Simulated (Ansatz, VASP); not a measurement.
## GaN: VASP beside Ansatz

Contents of INCAR:

```
PREC     = Accurate       # precision mode
ENCUT    = 600            # plane-wave cutoff, eV
EDIFF    = 1E-7           # SCF threshold, eV
ISMEAR   = 0              # smearing method
SIGMA    = 0.01           # smearing width, eV
LREAL    = F              # projectors in reciprocal space
LASPH    = T              # aspherical terms in the spheres
NELM     = 80             # most SCF steps
ALGO     = Normal         # electronic algorithm
ISIF     = 3              # what is computed and relaxed
LWAVE    = F              # write WAVECAR
LCHARG   = F              # write CHGCAR
GGA      = PS             # functional
IVDW     = 12             # dispersion correction
IBRION   = 2              # ionic algorithm
NSW      = 80             # ionic steps
EDIFFG   = -0.01          # ionic threshold
```

KPOINTS

```
regular mesh
0
Gamma
  8 8 8
```

POSCAR

```
GaN
1.0
    0.0000000000      2.1352350000      2.1352350000
    2.1352350000      0.0000000000      2.1352350000
    2.1352350000      2.1352350000      0.0000000000
Ga N
1 1
Direct
    0.0000000000      0.0000000000      0.0000000000
    0.5000000000      0.5000000000      0.5000000000
```

Input for Ansatz:

```yaml
crystal:
  lattice:
    - [0.0, 2.135235, 2.135235]
    - [2.135235, 0.0, 2.135235]
    - [2.135235, 2.135235, 0.0]
  atoms:
    - { symbol: Ga, position: [0.0, 0.0, 0.0] }
    - { symbol: "N", position: [0.5, 0.5, 0.5] }
kpoints:
  mp_grid:
    grid: [8, 8, 8]
hamiltonian:
  xc: pbesol
  dispersion: d3bj
scf:
  occupations:
    method: fixed
relax:
  cell: {}
```

Alike in both runs: task relaxation of cell and atoms; functional PBEsol; dispersion D3(BJ); k mesh 8 × 8 × 8; no spin polarisation.

```csv
,VASP,Ansatz
version,VASP 6.6.1,Ansatz 0.2.0
potentials or method,"VASP PAW PBE potentials, release 64 (Ga_d, N)","plane waves, PAW"
plane-wave cutoff (eV),600,420
occupations,"gaussian, width 0.01 eV",fixed
valence electrons in the cell,18,18
```

```tsv
	VASP	Ansatz	Ansatz less VASP
relaxed volume (Å³/atom)	9.22	9.20	-0.016
relaxed cell length with the largest relative difference (Å)	2.965	2.964	-0.0018
```

VASP's potentials were made for PBE, not for PBEsol.
